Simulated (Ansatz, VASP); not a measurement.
## Two plane-wave programs on BN

The input POSCAR:

```
BN
1.0
    0.0000000000      1.7867772104      1.7867772104
    1.7867772104      0.0000000000      1.7867772104
    1.7867772104      1.7867772104      0.0000000000
B N
1 1
Direct
    0.0000000000      0.0000000000      0.0000000000
    0.2500000000      0.2500000000      0.2500000000
```

INCAR.step1

```
SYSTEM = BN
ALGO     = Normal         ! electronic algorithm
EDIFF    = 1E-5           ! SCF threshold, eV
ENCUT    = 520            ! plane-wave cutoff, eV
GGA      = PE             ! functional
ISIF     = 2              ! what is computed and relaxed
ISMEAR   = 0              ! smearing method
LASPH    = .True.         ! aspherical terms in the spheres
LCHARG   = .False.        ! write CHGCAR
LREAL    = .False.        ! projectors in reciprocal space
LWAVE    = .True.         ! write WAVECAR
NBANDS   = 11             ! bands
NELM     = 100            ! most SCF steps
PREC     = Accurate       ! precision mode
SIGMA    = 0.01           ! smearing width, eV
```

File INCAR.step2:

```
SYSTEM = BN
ALGO     = Normal         ! electronic algorithm
EDIFF    = 1E-6           ! SCF threshold, eV
ENCUT    = 520            ! plane-wave cutoff, eV
GGA      = PE             ! functional
HFSCREEN = 0.2079         ! screening, 1/A
ISIF     = 2              ! what is computed and relaxed
ISMEAR   = 0              ! smearing method
ISTART   = 1            
LASPH    = .True.         ! aspherical terms in the spheres
LCHARG   = .False.        ! write CHGCAR
LHFCALC  = .True.         ! exact exchange
LREAL    = .False.        ! projectors in reciprocal space
LWAVE    = .False.        ! write WAVECAR
NBANDS   = 11             ! bands
NELM     = 100            ! most SCF steps
PREC     = Accurate       ! precision mode
PRECFOCK = Normal       
SIGMA    = 0.01           ! smearing width, eV
```

KPOINTS

```
k-points
0
Gamma
  8 8 8
  0 0 0
```

Input for Ansatz:

```yaml
crystal:
  lattice:
    - [0.0, 1.7867772104, 1.7867772104]
    - [1.7867772104, 0.0, 1.7867772104]
    - [1.7867772104, 1.7867772104, 0.0]
  atoms:
    - { symbol: B, position: [0.0, 0.0, 0.0] }
    - { symbol: "N", position: [0.25, 0.25, 0.25] }
kpoints:
  mp_grid: { grid: [8, 8, 8] }
  band_path:
    path:
      - [0.0, 0.0, 0.0]
      - [-0.5, -0.5, 0.0]
      - [-0.375, -0.375, 0.25]
      - [-0.375, 0.0, 0.375]
      - [0.0, 0.0, 0.5]
      - [-0.5, -0.25, 0.25]
      - [0.0, 0.5, 0.5]
    npoints: 1
hamiltonian:
  xc: hse06
scf:
  occupations: { method: fixed }
  n_extra_bands: 4
output:
  forces: true
  stress: true
  eigenvalues: true
```

Change from the starting cell: hydrostatic strain -1.0%.

Alike in both runs: task single point; functional HSE06; k mesh 8 × 8 × 8; no spin polarisation.

```csv
,VASP,Ansatz
version,VASP 6.6.1,Ansatz 0.2.0
potentials or method,"VASP PAW PBE potentials, release 64 (B, N)","plane waves, PAW"
plane-wave cutoff (eV),520,420
occupations,"gaussian, width 0.01 eV",fixed
valence electrons in the cell,8,8
```

Ansatz gave:

```
gap on the k mesh at the Fermi level (eV) : 5.83
pressure (GPa)                            : 7.9
```

Problem. What did VASP give for the same quantities?

Solution. gap on the k mesh at the Fermi level (eV): 5.82; pressure (GPa): 8.5.

Ansatz's warnings: stress exchange threshold loose, stress scf threshold loose.
